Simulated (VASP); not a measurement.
Here is a VASP 6.6.1 calculation.

Contents of INCAR:

```
SYSTEM = Ge
PREC = Accurate ; ENCUT = 600
EDIFF = 1E-7 ; ISMEAR = -1
SIGMA = 0.1 ; LREAL = .FALSE.
LASPH = .TRUE. ; NELM = 60
ALGO = Normal ; ISIF = 4
LWAVE = .FALSE. ; LCHARG = .FALSE.
GGA = PS ; IBRION = 2
NSW = 80 ; EDIFFG = -0.05
LUSENCCL = .FALSE.
```

File KPOINTS:

```
regular mesh
0
G
  5 5 4
  0 0 0
```

File POSCAR:

```
Ge
1.0
    5.9300000000      0.0000000000      0.0000000000
    0.0000000000      5.9300000000      0.0000000000
    0.0000000000      0.0000000000      6.9800000000
Ge
12
Direct
    0.0750000000      0.0750000000      0.0000000000
    0.4250000000      0.5750000000      0.7500000000
    0.9250000000      0.9250000000      0.5000000000
    0.5750000000      0.4250000000      0.2500000000
    0.1667000000      0.3750000000      0.2500000000
    0.1250000000      0.6667000000      0.0000000000
    0.8333000000      0.6250000000      0.7500000000
    0.8750000000      0.3333000000      0.5000000000
    0.6667000000      0.1250000000      0.0000000000
    0.6250000000      0.8333000000      0.2500000000
    0.3333000000      0.8750000000      0.5000000000
    0.3750000000      0.1667000000      0.7500000000
```

Potentials or basis: VASP PAW PBE potentials, release 64 (Ge_d).

Launch:

```console
$ cat potpaw_PBE.64/Ge_d/POTCAR > POTCAR
$ mpirun -np 1 vasp_std > vasp.out
```

Task: What does it give for the band gap on the k mesh?

Result: 0.60 eV (least direct gap 0.68 eV).

Step by step:
| step | energy change (eV) | largest force (eV/Å) | pressure (GPa) | volume (Å³) |
| --- | --- | --- | --- | --- |
| 1 | 0.0000 | 0.8489 | 0.52 | 245.45 |
| 2 | -0.1179 | 0.2135 | 0.46 | 245.45 |
| 3 | -0.1204 | 0.2409 | 0.47 | 245.45 |
| 4 | -0.1512 | 0.1423 | 0.44 | 245.45 |
| 5 | -0.1613 | 0.0958 | 0.46 | 245.45 |
| 6 | -0.1659 | 0.0765 | 0.37 | 245.45 |
| 7 | -0.1760 | 0.0956 | 0.16 | 245.45 |
| 8 | -0.1781 | 0.1906 | -0.26 | 245.45 |
| 9 | -0.1801 | 0.1542 | -0.10 | 245.45 |
| 10 | -0.1830 | 0.1081 | -0.12 | 245.45 |
| 11 | -0.1851 | 0.0393 | -0.22 | 245.45 |

Caveat: semilocal functionals underestimate gaps, and a narrow one can read as zero; the PAW data sets were made with another functional, which shifts forces and pressure a little; the relaxation stopped at a loose force limit of 0.05 eV/Å, so its end isn't a converged minimum. A k mesh can miss the band edges.
